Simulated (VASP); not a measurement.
A run of VASP 6.6.1:

The input POSCAR:

```
GaP
1.0
    0.0000000000      2.9605664555      2.3092418353
    2.9605664555      0.0000000000      2.3092418353
    2.9605664555      2.9605664555      0.0000000000
Ga P
1 1
Direct
    0.0000000000      0.0000000000      0.0000000000
    0.7500000000      0.7500000000      0.7500000000
```

Contents of INCAR.step1:

```
SYSTEM = GaP
PREC = Accurate
ENCUT = 520
ISMEAR = 0
SIGMA = 0.05
LREAL = .FALSE.
LASPH = .TRUE.
NELM = 80
NBANDS = 16
GGA = PE
ALGO = Normal
EDIFF = 1E-4
LWAVE = .TRUE.
LCHARG = .FALSE.
```

File INCAR.step2:

```
SYSTEM = GaP
PREC = Accurate
ENCUT = 520
EDIFF = 1E-6
ISMEAR = 0
SIGMA = 0.05
LREAL = .FALSE.
LASPH = .TRUE.
NELM = 80
ALGO = Normal
ISIF = 2
LWAVE = .FALSE.
LCHARG = .FALSE.
METAGGA = R2SCAN
LMIXTAU = .TRUE.
NBANDS = 16
ISTART = 1
```

KPOINTS

```
regular mesh
0
G
  10 10 10
  0 0 0
```

Potentials or basis: VASP PAW PBE potentials, release 64 (Ga_d, P).

Run with:

```sh
$ cat potpaw_PBE.64/Ga_d/POTCAR potpaw_PBE.64/P/POTCAR > POTCAR
$ cp INCAR.step1 INCAR
$ mpirun -np 1 vasp_std > vasp.out
$ cp INCAR.step2 INCAR
$ mpirun -np 1 vasp_std > vasp.out
```

Hardware: 1 thread of AMD EPYC 9R45 96-Core Processor (Zen 5), on a shared host.

Q: Estimate the wall time of this run.

A: Run time: 95 s on 1 thread of AMD EPYC 9R45 96-Core Processor (Zen 5), with other jobs on the host, peak memory 0.18 GiB. Counts: k points 102.
